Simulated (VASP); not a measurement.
# TiAl (Pm-3m) in VASP: settings compared, part 2 of 2

VASP 6.6.1.

**3. Relaxation of cell and atoms, PBEsol+D3(BJ)**

This run uses another cell than the first one, of 16.06 Å³/atom, 1.036 times its volume.

INCAR

```
  PREC = Accurate
  ENCUT = 600
  EDIFF = 1E-7
  ISMEAR = -1
  SIGMA = 0.05
  LREAL = F
  LASPH = T
  NELM = 100
  ALGO = Normal
  ISIF = 3
  LWAVE = F
  LCHARG = F
  GGA = PS
  IVDW = 12
  IBRION = 2
  NSW = 60
  EDIFFG = -0.01
```

KPOINTS

```
Automatic mesh
0
Gamma
  8 8 8
```

POSCAR

```
TiAl
1.0
    3.1790640000      0.0000000000      0.0000000000
    0.0000000000      3.1790640000      0.0000000000
    0.0000000000      0.0000000000      3.1790640000
Ti Al
1 1
Direct
    0.0000000000      0.0000000000      0.0000000000
    0.5000000000      0.5000000000      0.5000000000
```

Potentials or basis: VASP PAW PBE potentials, release 64 (Ti_sv, Al).

Started as:

```bash
$ cat potpaw_PBE.64/Ti_sv/POTCAR potpaw_PBE.64/Al/POTCAR > POTCAR
$ mpirun -np 1 vasp_std > vasp.out
```

OUTCAR:

```text
PREC = Accurate
   ENCUT = 600
   EDIFF = 1E-7
   ISMEAR = -1
   LREAL = F
   LASPH = T
   NELM = 100
   ISIF = 3
   GGA = PS
   IVDW = 12
   IBRION = 2
   NSW = 60
   EDIFFG = -0.01
 IVDW          = 12

 ion  position               nearest neighbor table
   1  0.000  0.000  0.000-   2 2.75   2 2.75   2 2.75   2 2.75   2 2.75   2 2.75   2 2.75   2 2.75

   2  0.500  0.500  0.500-   1 2.75   1 2.75   1 2.75   1 2.75   1 2.75   1 2.75   1 2.75   1 2.75

  LATTYP: Found a simple cubic cell.
 ALAT       =     3.1790640000

  Lattice vectors:

 A1 = (   3.1790640000,   0.0000000000,   0.0000000000)
 A2 = (   0.0000000000,   3.1790640000,   0.0000000000)
 A3 = (   0.0000000000,   0.0000000000,   3.1790640000)

Analysis of symmetry for initial positions (statically):
=====================================================================
 Subroutine PRICEL returns:
 Original cell was already a primitive cell.

 Routine SETGRP: Setting up the symmetry group for a
 simple cubic supercell.

 Subroutine GETGRP returns: Found 48 space group operations
 (whereof 48 operations were pure point group operations)
 out of a pool of 48 trial point group operations.

The static configuration has the point symmetry O_h .

Analysis of symmetry for dynamics (positions and initial velocities):
=====================================================================
 Subroutine PRICEL returns:
 Original cell was already a primitive cell.

 Routine SETGRP: Setting up the symmetry group for a
 simple cubic supercell.

 Subroutine GETGRP returns: Found 48 space group operations
 (whereof 48 operations were pure point group operations)
 out of a pool of 48 trial point group operations.

The dynamic configuration has the point symmetry O_h .

 Subroutine INISYM returns: Found 48 space group operations
 (whereof 48 operations are pure point group operations),
 and found     1 'primitive' translations

----------------------------------------------------------------------------------------

                                     Primitive cell

[... 104 lines left out ...]
   EFERMI =   0.00;   METHOD = LEGACY
   ISMEAR =    -1;   SIGMA  =   0.05  broadening in eV -4-tet -1-fermi 0-gaus
   EFERMI_NEDOS =   21; number of points for ismear=-14 and -15
   IALGO  =     38    algorithm
   IMIX   =      4    mixing-type and parameters
     AMIX     =   0.40;   BMIX     =  1.00
     AMIX_MAG =   1.60;   BMIX_MAG =  1.00
  volume/ion in A,a.u.               =      16.06       108.41
  Fermi-wavevector in a.u.,A,eV,Ry     =   1.270007  2.399964 21.945065  1.612917
  Thomas-Fermi vector in A             =   2.403017
   LORBIT       =      0    0 simple, 1 ext, 2 COOP (PROOUT), +10 PAW based schemes
   GGA     = PS    functional components
   LHFCALC =     F    Hartree Fock is set to
   AEXX    =    0.0000 exact exchange contribution
   IVDW    =    12    specifies the selected vdW correction
   LEPSILON=     F    determine dielectric tensor
   LRPA    =     F    only Hartree local field effects (RPA)
 conjugate gradient relaxation of ions
 non-spin polarized calculation
  energy-cutoff  :      600.00
  volume of cell :       32.13
 maximum number of plane-waves:      1108
 NGX is ok and might be reduce to    28
   NGX = 13   NGY = 13   NGZ = 13

--------------------------------------- Ionic step        1  -------------------------------------------

 number of electron      15.0000003 magnetization

 Free energy of the ion-electron system (eV)
  ---------------------------------------------------
  ext. energy  EPLUGINS =         0.00000000
  ---------------------------------------------------
  free energy    TOTEN  =       -12.96894614 eV

  energy without entropy =      -12.94555704  energy(sigma->0) =      -12.95725159

------------------------ aborting loop because EDIFF is reached ----------------------------------------

 Edisp (eV)   -0.94743

 E8    (eV) :    -0.6528
[... 71 lines left out ...]
--------------------------------------- Ionic step        3  -------------------------------------------

 number of electron      14.9999996 magnetization

 Free energy of the ion-electron system (eV)
  ---------------------------------------------------
  ext. energy  EPLUGINS =         0.00000000
  ---------------------------------------------------
  free energy    TOTEN  =       -12.95280223 eV

  energy without entropy =      -12.93141253  energy(sigma->0) =      -12.94210738

 E-fermi :   9.3452     XC(G=0): -11.4638

 val. band max:        9.3026112143   @ k =   0.3750   0.1250   0.1250
 cond. band min:       9.3646932669   @ k =   0.3750   0.3750   0.2500
 fundamental gap:      0.0620820526
 Fermi energy:         9.3452360122

 k-point     1 :       0.0000    0.0000    0.0000
  band No.  band energies     occupation
      1     -47.1843      2.00000
      2     -23.4815      2.00000
      3     -23.4815      2.00000
      4     -23.4815      2.00000
      5      -0.1828      2.00000
      6       7.7618      2.00000
      7       7.7618      2.00000
      8      11.2847      0.00000
      9      11.2847      0.00000
     10      11.2847      0.00000
     11      14.0811      0.00000
[... 309 lines left out ...]
 k-point    24 :       0.5000    0.3750    0.1250
  band No.  band energies     occupation
      1     -47.1448      2.00000
      2     -23.6687      2.00000
      3     -23.6344      2.00000
      4     -23.4750      2.00000
      5       4.1632      2.00000
      6       6.2664      2.00000
      7       7.3232      2.00000
      8       8.7351      1.99999
      9      10.3024      0.00000
     10      10.3172      0.00000
     11      12.4659      0.00000

 [... further k-points ...]

------------------------ aborting loop because EDIFF is reached ----------------------------------------

 Edisp (eV)   -1.00929

 E8    (eV) :    -0.6954
[... 25 lines left out ...]
  FREE ENERGIE OF THE ION-ELECTRON SYSTEM (eV)
  ---------------------------------------------------
  free  energy   TOTEN  =       -13.9620908366 eV

  energy  without entropy=      -13.9407011344  energy(sigma->0) =      -13.95139599

 reached required accuracy - stopping structural energy minimisation
```

OSZICAR:

```text
N       E                     dE             d eps       ncg     rms          rms(c)
DAV:   1     0.989269264034E+02    0.98927E+02   -0.80844E+03   770   0.152E+03
DAV:   2    -0.832793140887E+01   -0.10725E+03   -0.10490E+03   779   0.361E+02
DAV:   3    -0.144806874195E+02   -0.61528E+01   -0.58463E+01  1212   0.821E+01
DAV:   4    -0.147255240515E+02   -0.24484E+00   -0.24322E+00   935   0.141E+01
[... 34 lines left out ...]
DAV:   7    -0.129527778554E+02   -0.12524E-03   -0.50139E-04  1124   0.194E-01    0.243E-02
DAV:   8    -0.129528020910E+02   -0.24236E-04   -0.71285E-05  1077   0.775E-02    0.980E-03
DAV:   9    -0.129528023800E+02   -0.28898E-06   -0.71708E-06   842   0.273E-02    0.284E-03
DAV:  10    -0.129528022536E+02    0.12645E-06   -0.93602E-07   896   0.774E-03    0.725E-04
DAV:  11    -0.129528022314E+02    0.22172E-07   -0.11128E-07   541   0.285E-03
   3 F= -.13962091E+02 E0= -.13951396E+02  d E =-.457135E-01
```

CONTCAR:

```text
TiAl
   1.00000000000000
     3.1134890540651301   -0.0000000000000000   -0.0000000000000000
    -0.0000000000000000    3.1134890540651301   -0.0000000000000000
     0.0000000000000000    0.0000000000000000    3.1134890540651301
  Ti              Al
     1     1
Direct
     0.0000000000000000    0.0000000000000000    0.0000000000000000
     0.5000000000000000    0.5000000000000000    0.5000000000000000

  0.00000000E+00  0.00000000E+00  0.00000000E+00
  0.00000000E+00  0.00000000E+00  0.00000000E+00
```

Wall time 60 s (1 thread of AMD EPYC 7R43 (Zen 3), shared host); peak memory 0.15 GiB.

What came out:

| Quantity | Value |
| --- | --- |
| Free energy | -13.9621 eV |
| Relaxed volume | 15.09 Å³/atom |
| Relaxed cell | a = 3.113 Å, b = 3.113 Å, c = 3.113 Å, α = 90.00°, β = 90.00°, γ = 90.00° |
| Space group after relaxing (to 0.05 Å) | Pm-3m (No. 221) |
| Energy gained by relaxing | 22.9 meV/atom |
| Ionic steps | 3 |
| Pressure after relaxing | 0.0 GPa |
| Dispersion energy per atom | -0.505 eV |

The path:
```
step  energy change (eV)  largest force (eV/Å)  pressure (GPa)  volume (Å³)
   1              0.0000                0.0000           -7.12        32.13
   2             -0.0234                0.0000            5.90        28.92
   3             -0.0457                0.0000           -0.02        30.18
```

Final structure:
```
Ti Al
1.0
     3.11349    0.00000    0.00000
     0.00000    3.11349    0.00000
     0.00000    0.00000    3.11349
Ti Al
1 1
Cartesian
  0.0000 0.0000 0.0000
  1.5567 1.5567 1.5567
```

Caveat: the PAW data sets were made with another functional, which shifts forces and pressure a little; pairwise dispersion overbinds metals, which lowers pressure and volume.

**4. Relaxation of cell and atoms, PBEsol+D4**

This run uses another cell than the first one, of 16.06 Å³/atom, 1.036 times its volume.

INCAR

```
SYSTEM = TiAl
PREC = Accurate
ENCUT = 600
EDIFF = 1E-6
ISMEAR = -1
SIGMA = 0.05
LREAL = .False.
LASPH = .True.
NELM = 100
ALGO = Normal
ISIF = 3
LWAVE = .False.
LCHARG = .False.
GGA = PS
IVDW = 13
IBRION = 2
NSW = 60
EDIFFG = -0.01
```

KPOINTS

```
regular mesh
0
Gamma
  8 8 8
  0 0 0
```

POSCAR is that of step 3.

Potentials or basis: VASP PAW PBE potentials, release 64 (Ti_sv, Al).

Started as:

```bash
$ cat potpaw_PBE.64/Ti_sv/POTCAR potpaw_PBE.64/Al/POTCAR > POTCAR
$ mpirun -np 1 vasp_std > vasp.out
```

OUTCAR:

```text
SYSTEM = TiAl
   PREC = Accurate
   ENCUT = 600
   EDIFF = 1E-6
   ISMEAR = -1
   LREAL = .False.
   LASPH = .True.
   NELM = 100
   ISIF = 3
   GGA = PS
   IVDW = 13
   IBRION = 2
   NSW = 60
   EDIFFG = -0.01

 ion  position               nearest neighbor table
   1  0.000  0.000  0.000-   2 2.75   2 2.75   2 2.75   2 2.75   2 2.75   2 2.75   2 2.75   2 2.75

   2  0.500  0.500  0.500-   1 2.75   1 2.75   1 2.75   1 2.75   1 2.75   1 2.75   1 2.75   1 2.75

  LATTYP: Found a simple cubic cell.
 ALAT       =     3.1790640000

  Lattice vectors:

 A1 = (   3.1790640000,   0.0000000000,   0.0000000000)
 A2 = (   0.0000000000,   3.1790640000,   0.0000000000)
 A3 = (   0.0000000000,   0.0000000000,   3.1790640000)

Analysis of symmetry for initial positions (statically):
=====================================================================
 Subroutine PRICEL returns:
 Original cell was already a primitive cell.

 Routine SETGRP: Setting up the symmetry group for a
 simple cubic supercell.
[... 254 lines left out ...]
  free energy    TOTEN  =       -12.97147487 eV

  energy without entropy =      -12.94918297  energy(sigma->0) =      -12.96032892

 E-fermi :   9.0407     XC(G=0): -11.3408

 val. band max:        9.0042786416   @ k =   0.3750   0.1250   0.1250
 cond. band min:       9.0523029201   @ k =   0.3750   0.3750   0.2500
 fundamental gap:      0.0480242784
 Fermi energy:         9.0407024919

 k-point     1 :       0.0000    0.0000    0.0000
  band No.  band energies     occupation
      1     -47.5476      2.00000
      2     -23.8473      2.00000
      3     -23.8473      2.00000
      4     -23.8473      2.00000
      5      -0.3645      2.00000
      6       7.5269      2.00000
      7       7.5269      2.00000
      8      10.9135      0.00000
      9      10.9135      0.00000
     10      10.9135      0.00000
     11      13.6333      0.00000
[... 309 lines left out ...]
 k-point    24 :       0.5000    0.3750    0.1250
  band No.  band energies     occupation
      1     -47.5127      2.00000
      2     -24.0166      2.00000
      3     -23.9856      2.00000
      4     -23.8415      2.00000
      5       3.9243      2.00000
      6       5.9964      2.00000
      7       7.0501      2.00000
      8       8.4453      1.99999
      9       9.9658      0.00000
     10       9.9844      0.00000
     11      12.0468      0.00000

 [... further k-points ...]

------------------------ aborting loop because EDIFF is reached ----------------------------------------

  DFT-D4 for vdW energy calculation

  Edisp (eV):   -0.34658
[... 25 lines left out ...]
  FREE ENERGIE OF THE ION-ELECTRON SYSTEM (eV)
  ---------------------------------------------------
  free  energy   TOTEN  =       -13.3180559401 eV

  energy  without entropy=      -13.2957640390  energy(sigma->0) =      -13.30690999

 reached required accuracy - stopping structural energy minimisation
```

OSZICAR:

```text
N       E                     dE             d eps       ncg     rms          rms(c)
DAV:   1     0.989269264034E+02    0.98927E+02   -0.80844E+03   770   0.152E+03
DAV:   2    -0.832793140887E+01   -0.10725E+03   -0.10490E+03   779   0.361E+02
DAV:   3    -0.144806874195E+02   -0.61528E+01   -0.58463E+01  1212   0.821E+01
[... 27 lines left out ...]
DAV:   4    -0.129689481602E+02   -0.17202E-02   -0.15121E-02   898   0.758E-01    0.174E-01
DAV:   5    -0.129709417026E+02   -0.19935E-02   -0.26735E-03  1006   0.467E-01    0.969E-02
DAV:   6    -0.129714425959E+02   -0.50089E-03   -0.15617E-03  1108   0.260E-01    0.341E-02
DAV:   7    -0.129714724903E+02   -0.29894E-04   -0.16104E-04  1113   0.110E-01    0.504E-03
DAV:   8    -0.129714749598E+02   -0.24695E-05   -0.90901E-06  1055   0.263E-02    0.205E-03
DAV:   9    -0.129714748723E+02    0.87412E-07   -0.95547E-07   535   0.865E-03
   3 F= -.13318056E+02 E0= -.13306910E+02  d E =-.139866E-01
```

CONTCAR:

```text
TiAl
   1.00000000000000
     3.1425589427488703    0.0000000000000000    0.0000000000000000
     0.0000000000000000    3.1425589427488703    0.0000000000000000
    -0.0000000000000000    0.0000000000000000    3.1425589427488703
  Ti              Al
     1     1
Direct
     0.0000000000000000    0.0000000000000000    0.0000000000000000
     0.5000000000000000    0.5000000000000000    0.5000000000000000

  0.00000000E+00  0.00000000E+00  0.00000000E+00
  0.00000000E+00  0.00000000E+00  0.00000000E+00
```

Wall time 50 s (1 thread of AMD EPYC 7R43 (Zen 3), shared host); peak memory 0.13 GiB.

What came out:

```yaml
Free_energy: -13.3181 eV
Relaxed_volume: 15.52 Å³/atom
Relaxed_cell: a = 3.143 Å, b = 3.143 Å, c = 3.143 Å, α = 90.00°, β = 90.00°, γ = 90.00°
Space_group_after_relaxing_to_0.05_Å: Pm-3m (No. 221)
Energy_gained_by_relaxing: 7.0 meV/atom
Ionic_steps: 3
Pressure_after_relaxing: 0.0 GPa
Dispersion_energy_per_atom: -0.173 eV
```

Step by step:
| step | energy change (eV) | largest force (eV/Å) | pressure (GPa) | volume (Å³) |
| --- | --- | --- | --- | --- |
| 1 | 0.0000 | 0.0000 | -4.01 | 32.13 |
| 2 | -0.0071 | 0.0000 | 3.07 | 30.29 |
| 3 | -0.0140 | 0.0000 | 0.00 | 31.03 |

Final structure:
```yaml
crystal:
  lattice:
    - [3.14256, 0.00000, 0.00000]
    - [0.00000, 3.14256, 0.00000]
    - [0.00000, 0.00000, 3.14256]
  atoms:
    - { symbol: Ti, position: [0.00000, 0.00000, 0.00000] }
    - { symbol: Al, position: [0.50000, 0.50000, 0.50000] }
```

Caveat: the PAW data sets were made with another functional, which shifts forces and pressure a little; pairwise dispersion overbinds metals, which lowers pressure and volume.

**5. Relaxation of cell and atoms, RPBE+D3(BJ)**

This run uses another cell than the first one, of 16.06 Å³/atom, 1.036 times its volume.

INCAR

```
ALGO = Normal ; EDIFF = 1E-7
EDIFFG = -0.01 ; ENCUT = 600
GGA = RP ; IBRION = 2
ISIF = 3 ; ISMEAR = -1
IVDW = 12 ; LASPH = True
LCHARG = False ; LREAL = False
LWAVE = False ; NELM = 100
NSW = 60 ; PREC = Accurate
SIGMA = 0.05
```

KPOINTS

```
k-points
0
Gamma
  8 8 8
```

POSCAR is that of step 4.

Started as:

```bash
$ cat potpaw_PBE.64/Ti_sv/POTCAR potpaw_PBE.64/Al/POTCAR > POTCAR
$ mpirun -np 1 vasp_std > vasp.out
```

Run time: 2.1 min. Hardware: 1 thread of AMD EPYC 7R43 (Zen 3), shared host; peak memory 0.15 GiB.

It converged, with:

| Item | Value |
| --- | --- |
| Free energy | -17.5875 eV |
| Relaxed volume | 12.87 Å³/atom |
| Relaxed cell | a = 2.953 Å, b = 2.953 Å, c = 2.953 Å, α = 90.00°, β = 90.00°, γ = 90.00° |
| Space group after relaxing (to 0.05 Å) | Pm-3m (No. 221) |
| Energy gained by relaxing | 328.9 meV/atom |
| Ionic steps | 7 |
| Pressure after relaxing | 0.0 GPa |
| Dispersion energy per atom | -3.468 eV |

Step by step:
```csv
step,energy change (eV),largest force (eV/Å),pressure (GPa),volume (Å³)
1,0.0000,0.0000,-27.84,32.13
2,0.0887,0.0000,56.65,20.82
3,-0.6566,0.0000,-1.55,25.97
4,-0.6577,0.0000,-0.26,25.78
5,-0.6576,0.0000,0.59,25.67
6,-0.6576,0.0000,-0.57,25.83
7,-0.6577,0.0000,0.02,25.75
```

Final structure:
```xyz
2
Lattice="2.9528 0.0000 0.0000 0.0000 2.9528 0.0000 0.0000 0.0000 2.9528" Properties=species:S:1:pos:R:3 pbc="T T T"
Ti    0.0000    0.0000    0.0000
Al    1.4764    1.4764    1.4764
```

Levels at points of the mesh, in eV from the Fermi level:
| k point | band 4 | band 5 | band 6 | band 7 | band 8 | band 9 | band 10 | band 11 |
| --- | --- | --- | --- | --- | --- | --- | --- | --- |
| (0.00, 0.00, 0.00) | -32.68 | -10.26 | -2.07 | -2.07 | 2.37 | 2.37 | 2.37 | 5.67 |
| (0.50, 0.00, 0.00) | -32.64 | -6.25 | -5.85 | -0.84 | 0.22 | 0.22 | 2.66 | 4.04 |
| (0.50, 0.50, 0.00) | -32.61 | -5.68 | -2.08 | -2.08 | -1.78 | 0.83 | 0.83 | 3.64 |
| (0.50, 0.50, 0.50) | -32.94 | -3.84 | -3.84 | -3.84 | 2.16 | 3.66 | 3.66 | 3.66 |

Caveat: the volume moved by over 15 % at a fixed basis, so the end points are rough; the PAW data sets were made with another functional, which shifts forces and pressure a little; pairwise dispersion overbinds metals, which lowers pressure and volume.

**6. Overview**

| task | level | cell | cutoff (eV) | gap on the mesh (eV) | pressure (GPa) | relaxed volume (Å³/atom) |
| --- | --- | --- | --- | --- | --- | --- |
| single point | PBEsol+D4 | a = 3.142 Å, 2 atoms | 520 | none | 0.0 | - |
| relaxation of cell and atoms | PBEsol+D3(BJ) | relaxed from a = 3.179 Å, 2 atoms | 600 | none | 0.0 | 15.09 |
| relaxation of cell and atoms | PBEsol+D4 | relaxed from a = 3.179 Å, 2 atoms | 600 | none | 0.0 | 15.52 |
| relaxation of cell and atoms | RPBE+D3(BJ) | relaxed from a = 3.179 Å, 2 atoms | 600 | none | 0.0 | 12.87 |

Alike in all rows: potentials or basis VASP PAW PBE potentials, release 64 (Ti_sv, Al); no spin polarisation; k mesh 8 × 8 × 8; smearing fermi-dirac 0.05 eV.

Caveats: the PAW data sets were made with another functional, which shifts forces and pressure a little; pairwise dispersion overbinds metals, which lowers pressure and volume; the volume moved by over 15 % at a fixed basis, so the end points are rough (some runs).

Absolute energies hang on the potentials; compare differences alone.
